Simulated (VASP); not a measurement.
A run of VASP 6.6.1 is set up as follows.

INCAR

```
SYSTEM = Ta5O
ALGO = Normal
DIPOL = 0.5 0.5 0.491
EDIFF = 1E-6
ENCUT = 520
GGA = PS
IDIPOL = 3
ISIF = 2
ISMEAR = 0
LASPH = .True.
LCHARG = .True.
LDIPOL = .True.
LELF = .True.
LREAL = .False.
LVACPOTAV = .True.
LVHAR = .True.
LWAVE = .False.
NBANDS = 40
NELM = 60
PREC = Accurate
SIGMA = 0.1
```

The input KPOINTS:

```
k-points
0
Gamma
  9 9 1
  0 0 0
```

Contents of POSCAR:

```
Ta5O
1.0
    3.2805195245      0.0000000000      0.0000000000
    0.0000000000      3.2805195245      0.0000000000
    0.0000000000      0.0000000000     25.5610390491
Ta O
5 1
Direct
    0.5000000000      0.5000000000      0.3325373427
    0.0000000000      0.0000000000      0.3967076512
    0.5000000000      0.5000000000      0.4611411134
    0.0000000000      0.0000000000      0.5263369579
    0.5000000000      0.5000000000      0.5815099130
    0.5000000000      0.6666666667      0.6463614041
```

Potentials or basis: VASP PAW PBE potentials, release 64 (Ta_pv, O).

Run with:

```sh
$ cat potpaw_PBE.64/Ta_pv/POTCAR potpaw_PBE.64/O/POTCAR > POTCAR
$ mpirun -np 1 vasp_std > vasp.out
```

Task: Predict the largest force.

Result: 2.632 eV/Å.

Forces on the atoms (eV/Å):
```
Ta   0.000 -0.045  1.312
Ta   0.000  0.052 -1.251
Ta   0.000  0.072 -0.525
Ta   0.000 -0.379 -2.570
Ta   0.000 -0.082  2.631
O    0.000  0.384  0.403
```

Caveat: the PAW data sets were made with another functional, which shifts forces and pressure a little; an odd number of electrons without spin polarisation forces a metal; a magnetic or distorted state may lie lower.
